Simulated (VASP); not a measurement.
Crystal: Ca2Ag2O.

```
Ca Ag O
1.0
     0.00000    4.62873    4.62873
     4.62873    0.00000    4.62873
     4.62873    4.62873    0.00000
Ca Ag O
4 4 2
Direct
  0.62500 0.62500 0.62500
  0.62500 0.62500 0.12500
  0.62500 0.12500 0.62500
  0.12500 0.62500 0.62500
  0.12500 0.12500 0.12500
  0.12500 0.12500 0.62500
  0.12500 0.62500 0.12500
  0.62500 0.12500 0.12500
  0.25000 0.25000 0.25000
  0.00000 0.00000 0.00000
```

The cell was built from a structure type or drawn by symmetry, and may not be a known phase.

| Property | Result |
| --- | --- |
| Program | VASP 6.6.1 |
| Task | relaxation of cell and atoms |
| Functional | PBE |
| Potentials or basis | VASP PAW PBE potentials, release 64 (Ca_sv, Ag, O) |
| Cutoff | 600 eV |
| k mesh | 4 × 4 × 4 |
| Occupations | gaussian, width 0.1 eV |
| Spin | no spin polarisation |

At the start: pressure 17.3 GPa; volume 19.83 Å³/atom.

**Question.** Where does the relaxation end?

**Answer.** Over 3 steps the energy falls by 259.7 meV/atom and the volume is 25.77 Å³/atom (+29.9 %); space group Fd-3m (No. 227, to 0.1 Å) before and after.

The path:
| step | energy change (eV) | largest force (eV/Å) | pressure (GPa) | volume (Å³) |
| --- | --- | --- | --- | --- |
| 1 | 0.0000 | 0.0000 | 17.34 | 198.34 |
| 2 | -2.5696 | 0.0000 | -1.07 | 266.56 |
| 3 | -2.5966 | 0.0000 | 0.13 | 257.71 |

Final structure:
```
Ca Ag O
1.0
     0.00000    5.05087    5.05087
     5.05087    0.00000    5.05087
     5.05087    5.05087    0.00000
Ca Ag O
4 4 2
Cartesian
  6.3136 6.3136 6.3136
  3.7882 3.7882 6.3136
  3.7882 6.3136 3.7882
  6.3136 3.7882 3.7882
  1.2627 1.2627 1.2627
  3.7882 3.7882 1.2627
  3.7882 1.2627 3.7882
  1.2627 3.7882 3.7882
  2.5254 2.5254 2.5254
  0.0000 0.0000 0.0000
```

Caveat: the volume moved by over 15 % at a fixed basis, so the end points are rough.
